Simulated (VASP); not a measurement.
# BP (F-43m) in VASP: notebook, part 2 of 2

VASP 6.6.1. Earlier steps stand in the parts before.

### Step 3. Single point, PBEsol

This run uses another cell than the first one, of 11.21 Å³/atom, 1.021 times its volume.

Input file INCAR:

```
PREC = Accurate ; ENCUT = 520
EDIFF = 1E-6 ; ISMEAR = 0
SIGMA = 0.01 ; LREAL = False
LASPH = True ; NELM = 80
ALGO = Normal ; ISIF = 2
LWAVE = False ; LCHARG = True
GGA = PS ; LELF = True
LVHAR = True ; NBANDS = 11
```

Input file KPOINTS:

```
Automatic mesh
0
Gamma
  6 6 6
```

Input file POSCAR:

```
BP
1.0
    0.0000000000      2.2383340787      2.2383340787
    2.2383340787      0.0000000000      2.2383340787
    2.2383340787      2.2383340787      0.0000000000
B P
1 1
Direct
    0.0000000000      0.0000000000      0.0000000000
    0.2500000000      0.2500000000      0.2500000000
```

Potentials or basis: VASP PAW PBE potentials, release 64 (B, P).

Launch:

```sh
> cat potpaw_PBE.64/B/POTCAR potpaw_PBE.64/P/POTCAR > POTCAR
> mpirun -np 1 vasp_std > vasp.out
```

OUTCAR:

```text
PREC = Accurate
   ENCUT = 520
   EDIFF = 1E-6
   ISMEAR = 0
   LREAL = False
   LASPH = True
   NELM = 80
   ISIF = 2
   GGA = PS

 ion  position               nearest neighbor table
   1  0.000  0.000  0.000-   2 1.94   2 1.94   2 1.94   2 1.94
   2  0.250  0.250  0.250-   1 1.94   1 1.94   1 1.94   1 1.94

  LATTYP: Found a face centered cubic cell.
 ALAT       =     4.4766681574

  Lattice vectors:

 A1 = (   0.0000000000,   2.2383340787,   2.2383340787)
 A2 = (   2.2383340787,   0.0000000000,   2.2383340787)
 A3 = (   2.2383340787,   2.2383340787,   0.0000000000)

Analysis of symmetry for initial positions (statically):
=====================================================================
 Subroutine PRICEL returns:
 Original cell was already a primitive cell.

 Routine SETGRP: Setting up the symmetry group for a
 face centered cubic supercell.

 Subroutine GETGRP returns: Found 24 space group operations
 (whereof 24 operations were pure point group operations)
 out of a pool of 48 trial point group operations.

The static configuration has the point symmetry T_d .

Analysis of symmetry for dynamics (positions and initial velocities):
=====================================================================
 Subroutine PRICEL returns:
 Original cell was already a primitive cell.

 Routine SETGRP: Setting up the symmetry group for a
 face centered cubic supercell.

 Subroutine GETGRP returns: Found 24 space group operations
 (whereof 24 operations were pure point group operations)
 out of a pool of 48 trial point group operations.

The dynamic configuration has the point symmetry T_d .

 Subroutine INISYM returns: Found 24 space group operations
 (whereof 24 operations are pure point group operations),
 and found     1 'primitive' translations

----------------------------------------------------------------------------------------

                                     Primitive cell
[... 107 lines left out ...]
   GGA     = PS    functional components
   LHFCALC =     F    Hartree Fock is set to
   AEXX    =    0.0000 exact exchange contribution
   IVDW    =     0    specifies the selected vdW correction
   LEPSILON=     F    determine dielectric tensor
   LRPA    =     F    only Hartree local field effects (RPA)
 non-spin polarized calculation
 Gauss-broadening in eV      SIGMA  =   0.01
  energy-cutoff  :      520.00
  volume of cell :       22.43
 maximum number of plane-waves:       620
   NGX = 11   NGY = 11   NGZ = 11

 number of electron       8.0000001 magnetization

 Free energy of the ion-electron system (eV)
  ---------------------------------------------------
  ext. energy  EPLUGINS =         0.00000000
  ---------------------------------------------------
  free energy    TOTEN  =       -13.64346546 eV

  energy without entropy =      -13.64346546  energy(sigma->0) =      -13.64346546

 E-fermi :   8.0266     XC(G=0): -11.2160

 val. band max:        7.9015639219   @ k =   0.0000   0.0000   0.0000
 cond. band min:       9.0426355467   @ k =   0.5000   0.5000   0.0000
 fundamental gap:      1.1410716248
 Fermi energy:         8.0266333231

 k-point     1 :       0.0000    0.0000    0.0000
  band No.  band energies     occupation
      1      -7.9683      2.00000
      2       7.9016      2.00000
      3       7.9016      2.00000
      4       7.9016      2.00000
      5      11.3186      0.00000
      6      11.3186      0.00000
      7      11.3186      0.00000
      8      15.8692      0.00000
      9      19.4270      0.00000
     10      20.1405      0.00000
     11      20.1405      0.00000
[... 197 lines left out ...]
 k-point    16 :      -0.3333    0.5000    0.1667
  band No.  band energies     occupation
      1      -2.6433      2.00000
      2      -0.5148      2.00000
      3       2.3252      2.00000
      4       2.4395      2.00000
      5      11.6365      0.00000
      6      12.3103      0.00000
      7      17.2405      0.00000
      8      17.9139      0.00000
      9      21.1122      0.00000
     10      24.4231      0.00000
     11      24.8692      0.00000

------------------------ aborting loop because EDIFF is reached ----------------------------------------

  FORCE on cell =-STRESS in cart. coord.  units (eV):
  Direction    XX          YY          ZZ          XY          YZ          ZX
  --------------------------------------------------------------------------------------
  -------------------------------------------------------------------------------------
  Total        0.7624515      0.7624515      0.7624515      0.0000000      0.0000000     -0.0000000
  in kB       54.4650750     54.4650750     54.4650750      0.0000000      0.0000000     -0.0000000
  external PRESSURE =      54.4650750 kB  Pullay stress =       0.0000000 kB

 VOLUME and BASIS-vectors are now :
 -----------------------------------------------------------------------------
  energy-cutoff  :      520.00
  volume of cell :       22.43
      direct lattice vectors                 reciprocal lattice vectors
     0.000000000  2.238334079  2.238334079    -0.223380417  0.223380417  0.223380417
     2.238334079  0.000000000  2.238334079     0.223380417 -0.223380417  0.223380417
     2.238334079  2.238334079  0.000000000     0.223380417  0.223380417 -0.223380417

 POSITION                                       TOTAL-FORCE (eV/Angst)
 -----------------------------------------------------------------------------------
      0.00000      0.00000      0.00000         0.000000      0.000000     -0.000000
      1.11917      1.11917      1.11917        -0.000000     -0.000000      0.000000
 -----------------------------------------------------------------------------------
    total drift:                                0.000000      0.000000      0.000000

  FREE ENERGIE OF THE ION-ELECTRON SYSTEM (eV)
  ---------------------------------------------------
  free  energy   TOTEN  =       -13.6434654624 eV

  energy  without entropy=      -13.6434654624  energy(sigma->0) =      -13.64346546
```

Wall time 8.6 s (1 thread of Intel Xeon 6975P-C, shared host); peak memory 0.1 GiB.

Results:

```yaml
Free_energy: -13.6435 eV
Pressure: 5.4 GPa
Band_gap_on_the_k_mesh: 1.14 eV, indirect (least direct gap 3.42 eV)
```

Levels at points of the mesh, in eV from the valence-band top:
| k point | band 1 | band 2 | band 3 | band 4 | band 5 | band 6 | band 7 | band 8 | band 9 |
| --- | --- | --- | --- | --- | --- | --- | --- | --- | --- |
| (0.00, 0.00, 0.00) | -15.87 | 0.00 | 0.00 | 0.00 | 3.42 | 3.42 | 3.42 | 7.97 | 11.53 |
| (0.50, 0.00, 0.00) | -12.36 | -9.40 | -1.82 | -1.82 | 3.98 | 4.67 | 4.67 | 10.06 | 14.86 |
| (0.50, 0.50, 0.00) | -10.78 | -8.81 | -4.30 | -4.30 | 1.14 | 1.48 | 12.48 | 12.48 | 15.63 |

Caveat: the PAW data sets were made with another functional, which shifts forces and pressure a little. A k mesh can miss the band edges.
